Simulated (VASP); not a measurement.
Runs of VASP 6.6.1 on InP3. The structure is that of space group R-3m (No. 166), or close to it. The cells are those of the table. 

| cell | gap on the mesh (eV) | pressure (GPa) | largest force (eV/Å) |
| --- | --- | --- | --- |
| a = 5.917 Å, angles 86.1°, 8 atoms | none | -11.5 | 1.50 |
| a = 5.563 Å, angles 84.5°, 8 atoms | none | -2.6 | 0.49 |
| a = 5.677 Å, angles 90.8°, 8 atoms | none | (a) | 0.94 |
| a = 5.602 Å, angles 92.3°, 8 atoms | none | -7.1 | 0.84 |
| a = 5.344 Å, angles 84.5°, 8 atoms | none | (c) | 0.69 |
| a = 5.755 Å, angles 89.2°, 8 atoms | none | (b) | 1.09 |
| a = 5.397 Å, angles 87.8°, 8 atoms | none | 2.4 | 0.26 |
| a = 5.317 Å, angles 89.4°, 8 atoms | none | 6.0 | 0.62 |

Alike in all rows: task single point; level r2SCAN; potentials or basis VASP PAW PBE potentials, release 64 (In_d, P); no spin polarisation; k mesh 6 × 6 × 6; cutoff (eV) 550; smearing gaussian 0.15 eV.

Problem. Estimate the missing entries.

Solution. (a) -8.7; (b) -9.9; (c) 8.7.

Caveats: the PAW data sets were made with another functional, which shifts forces and pressure a little; spin-orbit coupling is left out, which moves the levels of the heavy elements; semilocal functionals underestimate gaps, so a narrow gap can read as zero (at least some runs); the cell stands under tension (at least some runs); the cell stands under pressure (at least some runs).

A k mesh can miss the band edges, and the runs leave out spin-orbit coupling on In.

A gap of «none» marks levels without a gap at the run's occupations.
